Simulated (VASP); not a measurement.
**Au: single point with PBEsol**

The system is Au.

```
Au
1.0
     2.27224    0.00000    0.00000
     0.00000    2.27224    0.00000
     0.00000    0.00000    2.27224
Au
1
Direct
  0.00000 0.00000 0.00000
```

This cell differs from its parent crystal: volume scaled by 0.6.

```yaml
Program: VASP 6.6.1
Task: single point
Functional: PBEsol
Potentials_or_basis: VASP PAW PBE potentials, release 64 (Au)
Cutoff: 520 eV
k_mesh: 14 × 14 × 14
Occupations: fermi-dirac, width 0.08 eV
Spin: no spin polarisation
```

```json
{
 "Pressure": "273.8 GPa"
}
```

Levels at points of the mesh, in eV from the Fermi level:
```csv
k point,band 3,band 4,band 5,band 6,band 7,band 8,band 9,band 10
"(0.00, 0.00, 0.00)",-12.00,-1.69,-1.69,-1.69,16.27,16.27,16.27,24.54
"(0.50, 0.00, 0.00)",-5.68,-5.68,-4.01,-1.28,5.34,15.15,20.77,24.02
"(0.50, 0.50, 0.00)",-4.92,-4.92,1.20,3.23,3.23,13.73,14.76,22.57
"(0.50, 0.50, 0.50)",-10.86,1.48,1.48,6.84,11.91,11.91,11.91,23.52
```

It took 8.2 s on 1 thread of Intel(R) Xeon(R) Platinum 8488C (Sapphire Rapids) (shared host), peak memory 0.13 GiB.

Caveat: the PAW data sets were made with another functional, which shifts forces and pressure a little; spin-orbit coupling is left out, which moves the levels of the heavy elements.
